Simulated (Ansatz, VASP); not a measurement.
**Two plane-wave programs on GaSb**

```
CELL_PARAMETERS angstrom
-1.54806 2.52799 2.82925
1.54806 -2.52799 2.82925
1.54806 2.52799 -2.82925
ATOMIC_POSITIONS crystal
Ga 0.00000 0.00000 0.00000
Sb 0.50000 0.50000 0.00000
```

Change from the starting cell: volume 22.144 Å^3 an atom, stretch along a over the lengths across it, relative to the relaxed cell 0.9736.

Alike in both runs: task single point; functional LDA; k mesh 18 × 18 × 18; occupations gaussian, width 0.15 eV; no spin polarisation.

|  | VASP | Ansatz |
| --- | --- | --- |
| version | VASP 6.6.1 | Ansatz 0.2.0 |
| potentials or method | VASP PAW LDA potentials, release 64 (Ga_d, Sb), cutoff 520 eV | scalar-relativistic, plane waves, PAW |
| valence electrons in the cell | 18 | 28 |

|  | VASP | Ansatz | Ansatz less VASP |
| --- | --- | --- | --- |
| gap on the k mesh at the Fermi level (eV) | none | none | - |
| pressure (GPa) | 0.1 | 0.0 | -0.09 |
| traceless stress, the component that is largest in VASP (GPa) | -1.53 | -1.50 | +0.034 |

Ansatz warns that its potentials were made for another functional, while VASP's fit it. LDA's correlation is that of Perdew and Zunger in VASP and of Perdew and Wang (1992) in Ansatz. A gap of «none» marks a metal or a gap that the smearing closes. VASP's potentials hold 18 valence electrons a cell and Ansatz's 28, so a difference there can come from the potentials and not from the codes.

Spin-orbit coupling is off throughout.
